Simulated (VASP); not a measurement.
# Be4TeSe3 (Pmn2_1) in VASP: single point with PBE

Aim: the single point of Be4TeSe3 with PBE.

All numbers are computed with VASP 6.6.1; they aren't measurements. Logs are shortened: lines on timing, memory, paths and dates and some standing lists are left out, and cuts for length are marked.

### Step 1. The cell of the first run

Symmetry: Pmn2_1, No. 31, orthorhombic system. The conventional cell has a = 7.476 Å, b = 6.471 Å, c = 6.162 Å, α = 90.00°, β = 90.00°, γ = 90.00°. Within 3.0 Å of Be (site symmetry m) lie 3 Se at 2.26 Å and 1 Te at 2.42 Å. Be (site symmetry 1) has 3 Se at 2.24 to 2.26 Å and 1 Te at 2.42 Å within 3.0 Å. Be (site symmetry m) has 3 Se at 2.26 to 2.27 Å and 1 Te at 2.43 Å within 3.0 Å. Te (site symmetry m) has 4 Be at 2.42 to 2.43 Å within 3.2 Å. Se (site symmetry m) has 4 Be at 2.24 to 2.26 Å within 3.0 Å. Se (site symmetry 1) has 4 Be at 2.24 to 2.27 Å within 3.0 Å.

### Step 2. Single point, PBE

File INCAR:

```
PREC     = Accurate       # precision mode
ENCUT    = 520            # plane-wave cutoff, eV
EDIFF    = 1E-7           # SCF threshold, eV
ISMEAR   = 0              # smearing method
SIGMA    = 0.02           # smearing width, eV
LREAL    = Auto         
LASPH    = T              # aspherical terms in the spheres
NELM     = 80             # most SCF steps
ALGO     = Normal         # electronic algorithm
ISIF     = 2              # what is computed and relaxed
LWAVE    = F              # write WAVECAR
LCHARG   = T              # write CHGCAR
GGA      = PE             # functional
LELF     = T              # ELF
LVHAR    = T            
NBANDS   = 46             # bands
```

File KPOINTS:

```
regular mesh
0
Gamma
  4 4 4
```

File POSCAR:

```
Be4TeSe3
1.0
    7.4759388961      0.0000000000      0.0000000000
    0.0000000000      6.4709786081      0.0000000000
    0.0000000000      0.0000000000      6.1621471755
Be Te Se
8 2 6
Direct
    0.5000000000      0.8119779445      0.3671011279
    0.7373776754      0.6578787644      0.8676730341
    0.2626223246      0.6578787644      0.8676730341
    0.0000000000      0.8384725541      0.3952022869
    0.5000000000      0.1615274459      0.8952022869
    0.2373776754      0.3421212356      0.3676730341
    0.0000000000      0.1880220555      0.8671011279
    0.7626223246      0.3421212356      0.3676730341
    0.0000000000      0.8355814935      0.0007208368
    0.5000000000      0.1644185065      0.5007208368
    0.5000000000      0.8262037985      0.0004702344
    0.7510664138      0.6647895032      0.5005797229
    0.2489335862      0.6647895032      0.5005797229
    0.2510664138      0.3352104968      0.0005797229
    0.0000000000      0.1737962015      0.5004702344
    0.7489335862      0.3352104968      0.0005797229
```

Potentials or basis: VASP PAW PBE potentials, release 64 (Be, Te, Se).

On the command line:

```console
$ cat potpaw_PBE.64/Be/POTCAR potpaw_PBE.64/Te/POTCAR potpaw_PBE.64/Se/POTCAR > POTCAR
$ mpirun -np 1 vasp_std > vasp.out
```

OUTCAR:

```text
PREC = Accurate
   ENCUT = 520
   EDIFF = 1E-7
   ISMEAR = 0
   LREAL = Auto
   LASPH = T
   NELM = 80
   ISIF = 2
   GGA = PE

 ion  position               nearest neighbor table
   1  0.500  0.812  0.367-  12 2.26  13 2.26  11 2.26  10 2.42
   2  0.737  0.658  0.868-  11 2.24  16 2.24  12 2.26   9 2.42
   3  0.263  0.658  0.868-  11 2.24  14 2.24  13 2.26   9 2.42
   4  0.000  0.838  0.395-  15 2.26  13 2.27  12 2.27   9 2.43
   5  0.500  0.162  0.895-  11 2.26  14 2.27  16 2.27  10 2.43
   6  0.237  0.342  0.368-  15 2.24  13 2.24  14 2.26  10 2.42
[... 8 lines left out ...]
  15  0.000  0.174  0.500-   6 2.24   8 2.24   7 2.26   4 2.26
  16  0.749  0.335  0.001-   2 2.24   7 2.26   8 2.26   5 2.27

  LATTYP: Found a simple orthorhombic cell.
 ALAT       =     6.1621471755
 B/A-ratio  =     1.0501175035
 C/A-ratio  =     1.2132035609

  Lattice vectors:

 A1 = (   0.0000000000,   0.0000000000,  -6.1621471755)
 A2 = (   0.0000000000,   6.4709786081,   0.0000000000)
 A3 = (   7.4759388961,   0.0000000000,   0.0000000000)

Analysis of symmetry for initial positions (statically):
=====================================================================
 Subroutine PRICEL returns:
 Original cell was already a primitive cell.

 Routine SETGRP: Setting up the symmetry group for a
 simple orthorhombic supercell.

 Subroutine GETGRP returns: Found  4 space group operations
 (whereof  2 operations were pure point group operations)
 out of a pool of  8 trial point group operations.

The static configuration has the point symmetry C_1h.
 The point group associated with its full space group is C_2v.

Analysis of symmetry for dynamics (positions and initial velocities):
=====================================================================
 Subroutine PRICEL returns:
 Original cell was already a primitive cell.

 Routine SETGRP: Setting up the symmetry group for a
 simple orthorhombic supercell.

 Subroutine GETGRP returns: Found  4 space group operations
 (whereof  2 operations were pure point group operations)
 out of a pool of  8 trial point group operations.

The dynamic configuration has the point symmetry C_1h.
 The point group associated with its full space group is C_2v.

 Subroutine INISYM returns: Found  4 space group operations
 (whereof  2 operations are pure point group operations),
 and found     1 'primitive' translations

----------------------------------------------------------------------------------------

                                     Primitive cell

  volume of cell :     298.1040

  direct lattice vectors                    reciprocal lattice vectors
     7.475938896  0.000000000  0.000000000     0.133762463  0.000000000  0.000000000
     0.000000000  6.470978608  0.000000000     0.000000000  0.154536131  0.000000000
     0.000000000  0.000000000  6.162147176     0.000000000  0.000000000  0.162281096

  length of vectors
     7.475938896  6.470978608  6.162147176     0.133762463  0.154536131  0.162281096

  position of ions in fractional coordinates (direct lattice)
     0.500000000  0.811977945  0.367101128
     0.737377675  0.657878764  0.867673034
     0.262622325  0.657878764  0.867673034
     0.000000000  0.838472554  0.395202287
     0.500000000  0.161527446  0.895202287
     0.237377675  0.342121236  0.367673034
[... 8 lines left out ...]
     0.000000000  0.173796201  0.500470234
     0.748933586  0.335210497  0.000579723

  ion indices of the primitive-cell ions
   primitive index   ion index
                 1           1
                 2           2
                 3           3
                 4           4
                 5           5
                 6           6
[... 8 lines left out ...]
                15          15
                16          16

----------------------------------------------------------------------------------------

 KPOINTS: regular mesh

Automatic generation of k-mesh.
 Grid dimensions read from file:
 generate k-points for:    4    4    4

 Generating k-lattice:

  Cartesian coordinates                     Fractional coordinates (reciprocal lattice)
     0.033440616  0.000000000  0.000000000     0.250000000  0.000000000  0.000000000
     0.000000000  0.038634033  0.000000000     0.000000000  0.250000000  0.000000000
     0.000000000  0.000000000  0.040570274     0.000000000  0.000000000  0.250000000

  Length of vectors
     0.033440616  0.038634033  0.040570274

  Shift w.r.t. Gamma in fractional coordinates (k-lattice)
     0.000000000  0.000000000  0.000000000

 Subroutine IBZKPT returns following result:
 ===========================================

 Found     27 irreducible k-points:

 Following reciprocal coordinates:
            Coordinates               Weight
  0.000000  0.000000  0.000000      1.000000
  0.250000  0.000000  0.000000      2.000000
  0.500000  0.000000  0.000000      1.000000
  0.000000  0.250000  0.000000      2.000000
  0.250000  0.250000  0.000000      4.000000
  0.500000  0.250000  0.000000      2.000000
[... 16 lines left out ...]
  0.250000  0.250000  0.500000      4.000000
  0.500000  0.250000  0.500000      2.000000
 [... further k-points ...]
   k-points           NKPTS =     27   k-points in BZ     NKDIM =     27   number of bands    NBANDS=     46
   number of dos      NEDOS =    301   number of ions     NIONS =     16
   total plane-waves  NPLWV = 129024
   dimension x,y,z NGX =    56 NGY =   48 NGZ =   48
   dimension x,y,z NGXF=   112 NGYF=   96 NGZF=   96
   ions per type =               8   2   6
   NGX,Y,Z   is equivalent  to a cutoff of  12.45, 12.33, 12.95 a.u.
   NGXF,Y,Z  is equivalent  to a cutoff of  24.91, 24.66, 25.90 a.u.
 SYSTEM =  unknown system
   PREC   = accura    normal or accurate (medium, high low for compatibility)
   ISTART =      0    job   : 0-new  1-cont  2-samecut
   ICHARG =      2    charge: 1-file 2-atom 10-const
   ISPIN  =      1    spin polarized calculation?
   LNONCOLLINEAR =      F non collinear calculations
   LSORBIT =      F    spin-orbit coupling
   LASPH  =      T    aspherical Exc in radial PAW
   ENCUT  =  520.0 eV  38.22 Ry    6.18 a.u.  13.90 12.03 11.46*2*pi/ulx,y,z
   NELM   =     80;   NELMIN=  2; NELMDL= -5     # of ELM steps
   EDIFF  = 0.1E-06   stopping-criterion for ELM
   LREAL  =      T    real-space projection
   EDIFFG = 0.1E-05   stopping-criterion for IOM
   NSW    =      0    number of steps for IOM
   IBRION =     -1    ionic relax: 0-MD 1-quasi-New 2-CG
   NFREE  =      0    steps in history (QN), initial steepest desc. (CG)
   ISIF   =      2    stress and relaxation
   ISYM   =      2    0-nonsym 1-usesym 2-fastsym
   POTIM  = 0.5000    time-step for ionic-motion
   TEBEG  =    0.0;   TEEND  =   0.0 temperature during run
   PSTRESS=    0.0 pullay stress
   NELECT =      64.0000    total number of electrons
   NUPDOWN=      -1.0000    fix difference up-down
   EMIN   =  10.00;   EMAX   =-10.00  energy-range for DOS
   EFERMI =   0.00;   METHOD = LEGACY
   ISMEAR =     0;   SIGMA  =   0.02  broadening in eV -4-tet -1-fermi 0-gaus
   EFERMI_NEDOS =   21; number of points for ismear=-14 and -15
   IALGO  =     38    algorithm
   IMIX   =      4    mixing-type and parameters
     AMIX     =   0.40;   BMIX     =  1.00
     AMIX_MAG =   1.60;   BMIX_MAG =  1.00
  volume/ion in A,a.u.               =      18.63       125.73
  Fermi-wavevector in a.u.,A,eV,Ry     =   0.980270  1.852441 13.074228  0.960929
  Thomas-Fermi vector in A             =   2.111187
   LORBIT       =      0    0 simple, 1 ext, 2 COOP (PROOUT), +10 PAW based schemes
   GGA     = PE    functional components
   LHFCALC =     F    Hartree Fock is set to
   AEXX    =    0.0000 exact exchange contribution
   IVDW    =     0    specifies the selected vdW correction
   LEPSILON=     F    determine dielectric tensor
   LRPA    =     F    only Hartree local field effects (RPA)
 non-spin polarized calculation
 Gauss-broadening in eV      SIGMA  =   0.02
  energy-cutoff  :      520.00
  volume of cell :      298.10
 maximum number of plane-waves:      8068
 NGX is ok and might be reduce to    56
   NGX = 27   NGY = 25   NGZ = 23

 number of electron      63.9999999 magnetization

 Free energy of the ion-electron system (eV)
  ---------------------------------------------------
  ext. energy  EPLUGINS =         0.00000000
  ---------------------------------------------------
  free energy    TOTEN  =       -67.98990384 eV

  energy without entropy =      -67.98990384  energy(sigma->0) =      -67.98990384

 E-fermi :   3.9705     XC(G=0):  -9.2593

 val. band max:        3.8728396701   @ k =   0.0000   0.0000   0.0000
 cond. band min:       6.7598472295   @ k =   0.0000   0.0000   0.0000
 fundamental gap:      2.8870075595
 Fermi energy:         3.9705370792

 k-point     1 :       0.0000    0.0000    0.0000
  band No.  band energies     occupation
      1      -9.8090      2.00000
      2      -8.8830      2.00000
      3      -8.8789      2.00000
      4      -8.8398      2.00000
      5      -8.4543      2.00000
      6      -8.4194      2.00000
[... 36 lines left out ...]
     43       9.2537      0.00000
     44       9.6056      0.00000

 k-point     2 :       0.2500    0.0000    0.0000
  band No.  band energies     occupation
      1      -9.7235      2.00000
      2      -9.1723      2.00000
      3      -8.7850      2.00000
      4      -8.6761      2.00000
      5      -8.4879      2.00000
      6      -8.4747      2.00000
[... 36 lines left out ...]
     43       9.2729      0.00000
     44       9.4144      0.00000

 k-point     3 :       0.5000    0.0000    0.0000
  band No.  band energies     occupation
      1      -9.4883      2.00000
      2      -9.4883      2.00000
      3      -8.6426      2.00000
      4      -8.6426      2.00000
      5      -8.5453      2.00000
      6      -8.5453      2.00000
[... 976 lines left out ...]
     43       9.0103      0.00000
     44       9.0103      0.00000

 k-point    24 :       0.5000    0.2500    0.5000
  band No.  band energies     occupation
      1      -9.1238      2.00000
      2      -9.1238      2.00000
      3      -8.9157      2.00000
      4      -8.9157      2.00000
      5      -8.6643      2.00000
      6      -8.6643      2.00000
[... 36 lines left out ...]
     43       9.6836      0.00000
     44       9.6836      0.00000

 [... further k-points ...]

 [bands above 44 left out]

------------------------ aborting loop because EDIFF is reached ----------------------------------------

  FORCE on cell =-STRESS in cart. coord.  units (eV):
  Direction    XX          YY          ZZ          XY          YZ          ZX
  --------------------------------------------------------------------------------------
  -------------------------------------------------------------------------------------
  Total        0.2886134      0.3119091      0.2276464      0.0000000      0.0000000      0.0000000
  in kB        1.5511697      1.6763740      1.2234988      0.0000000      0.0000000      0.0000000
  external PRESSURE =       1.4836808 kB  Pullay stress =       0.0000000 kB

 VOLUME and BASIS-vectors are now :
 -----------------------------------------------------------------------------
  energy-cutoff  :      520.00
  volume of cell :      298.10
      direct lattice vectors                 reciprocal lattice vectors
     7.475938896  0.000000000  0.000000000     0.133762463  0.000000000  0.000000000
     0.000000000  6.470978608  0.000000000     0.000000000  0.154536131  0.000000000
     0.000000000  0.000000000  6.162147176     0.000000000  0.000000000  0.162281096

 POSITION                                       TOTAL-FORCE (eV/Angst)
 -----------------------------------------------------------------------------------
      3.73797      5.25429      2.26213         0.000000     -0.005208     -0.002643
      5.51259      4.25712      5.34673        -0.003219     -0.001957     -0.004290
      1.96335      4.25712      5.34673         0.003219     -0.001957     -0.004290
      0.00000      5.42574      2.43529         0.000000      0.000411      0.003664
      3.73797      1.04524      5.51637         0.000000     -0.000411      0.003664
      1.77462      2.21386      2.26566        -0.003219      0.001957     -0.004290
[... 8 lines left out ...]
      0.00000      1.12463      3.08397         0.000000      0.010330     -0.004155
      5.59898      2.16914      0.00357        -0.006231      0.003422      0.005824
 -----------------------------------------------------------------------------------
    total drift:                                0.000000      0.000000      0.019412

  FREE ENERGIE OF THE ION-ELECTRON SYSTEM (eV)
  ---------------------------------------------------
  free  energy   TOTEN  =       -67.9899038422 eV

  energy  without entropy=      -67.9899038422  energy(sigma->0) =      -67.98990384
```

Run time: 6 min. Hardware: 1 thread of AMD EPYC 9R45 (Zen 5), shared host; peak memory 0.45 GiB.

Results:

| Quantity | Value |
| --- | --- |
| Free energy | -67.9899 eV |
| Pressure | 0.1 GPa |
| Largest force | 0.011 eV/Å |
| Band gap on the k mesh | 2.89 eV, direct |

Forces on the atoms (eV/Å):
```
Be   0.000 -0.005 -0.003
Be  -0.003 -0.002 -0.004
Be   0.003 -0.002 -0.004
Be   0.000  0.000  0.004
Be   0.000  0.000  0.004
Be  -0.003  0.002 -0.004
Be   0.000  0.005 -0.003
Be   0.003  0.002 -0.004
Te   0.000 -0.008  0.000
Te   0.000  0.008  0.000
Se   0.000 -0.010 -0.004
Se   0.006 -0.003  0.006
Se  -0.006 -0.003  0.006
Se   0.006  0.003  0.006
Se   0.000  0.010 -0.004
Se  -0.006  0.003  0.006
```

Caveat: spin-orbit coupling is left out, which moves the levels of the heavy elements. A hybrid or GW would open this gap; PBE tends to underestimate it.
